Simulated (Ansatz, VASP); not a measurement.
Two plane-wave programs on LiMgBN2

```xyz
5
Lattice="-2.0624 2.0624 4.0880 2.0624 -2.0624 4.0880 2.0624 2.0624 -4.0880" Properties=species:S:1:pos:R:3 pbc="T T T"
Li    2.0624    0.0000    2.0440
Mg    0.0000    2.0624    2.0440
B     0.0000    0.0000    4.0880
N     0.0000    0.0000    5.3248
N     0.0000    0.0000    2.8513
```

Change from the starting cell: strain +0.080 along x and y, -0.080 along z, atoms carried along.

Alike in both runs: task single point; functional PBE; k mesh 8 × 8 × 8; occupations gaussian, width 0.05 eV; no spin polarisation.

|  | VASP | Ansatz |
| --- | --- | --- |
| version | VASP 6.6.1 | Ansatz 0.2.0 |
| potentials or method | VASP PAW PBE potentials, release 64 (Li_sv, Mg, B, N), cutoff 520 eV | scalar-relativistic, plane waves, PAW |
| valence electrons in the cell | 18 | 26 |

VASP gave:

* gap on the k mesh at the Fermi level (eV): 2.17
* least direct gap on the mesh (eV): 3.07
* rms of the force components (eV/Å): 3.063

Q: Which values does Ansatz return?

A: gap on the k mesh at the Fermi level (eV): 2.17; least direct gap on the mesh (eV): 3.08; rms of the force components (eV/Å): 3.071.

Atom by atom the forces differ by 0.008 eV/Å (rms over components). VASP's potentials hold 18 valence electrons a cell and Ansatz's 26, so a difference there can come from the potentials and not from the codes.

Noted on VASP's run: the cutoff is short for stress, so the pressure is rough.
